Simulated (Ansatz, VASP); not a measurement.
C: VASP beside Ansatz

```xyz
2
Lattice="0.0000 1.7952 1.7952 1.7952 0.0000 1.7952 1.7952 1.7952 0.0000" Properties=species:S:1:pos:R:3 pbc="T T T"
C     2.6928    2.6928    2.6928
C     1.7952    1.7952    1.7952
```

Alike in both runs: task single point; functional PBE; dispersion D3(BJ); k mesh 13 × 13 × 13; occupations fermi-dirac, width 0.05 eV; no spin polarisation.

|  | VASP | Ansatz |
| --- | --- | --- |
| version | VASP 6.6.1 | Ansatz 0.2.0 |
| potentials or method | VASP PAW PBE potentials, release 64 (C) | Ansatz PAW |
| plane-wave cutoff (eV) | 520 | 420 |
| valence electrons in the cell | 8 | 8 |

Ansatz gave:

| Item | Value |
| --- | --- |
| gap on the k mesh at the Fermi level (eV) | 4.11 |
| least direct gap on the mesh (eV) | 5.54 |
| pressure (GPa) | -11.8 |

Problem. Which values does VASP return?

Solution. gap on the k mesh at the Fermi level (eV): 4.10; least direct gap on the mesh (eV): 5.54; pressure (GPa): -11.2.

Noted on Ansatz's run: Pulay correction over one GPa; odd divisions of the mesh miss points on the zone boundary, where band edges often lie, so the gap on the mesh can be too wide.
